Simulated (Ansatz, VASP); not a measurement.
## Ta2H3: VASP beside Ansatz

```xyz
5
Lattice="2.8991 0.0000 0.0000 -1.4495 2.5107 0.0000 0.0000 0.0000 6.7483" Properties=species:S:1:pos:R:3 pbc="T T T"
Ta    0.0000    0.0000    1.5919
Ta    0.0000    0.0000    5.1564
H     0.0000    0.0000    3.3742
H     0.0000    1.6738    0.0000
H     1.4495    0.8369    0.0000
```

Alike in both runs: functional PBE; k mesh 6 × 6 × 4; occupations gaussian, width 0.1 eV; no spin polarisation.

Ansatz relaxed the structure, and its values are those at the end. VASP's run is a single point on that final structure, the one shown.

|  | VASP | Ansatz |
| --- | --- | --- |
| version | VASP 6.6.1 | Ansatz 0.2.0 |
| potentials or method | VASP PAW PBE potentials, release 64 (Ta_pv, H), cutoff 520 eV | scalar-relativistic, plane waves, PAW |
| valence electrons in the cell | 25 | 29 |

```csv
,VASP,Ansatz,Ansatz less VASP
gap on the k mesh at the Fermi level (eV),none,none,-
pressure (GPa),-0.1,-0.1,-0.03
rms of the force components (eV/Å),0.002,0.003,+0.0012
```

A gap of «none» marks a metal or a gap that the smearing closes. With one functional, cell and mesh, what is left measures potentials, basis and numerics. VASP's potentials hold 25 valence electrons a cell and Ansatz's 29, so a difference there can come from the potentials and not from the codes.

The k mesh is coarse, so the values compare programs but aren't converged. Neither program's run includes spin-orbit coupling.
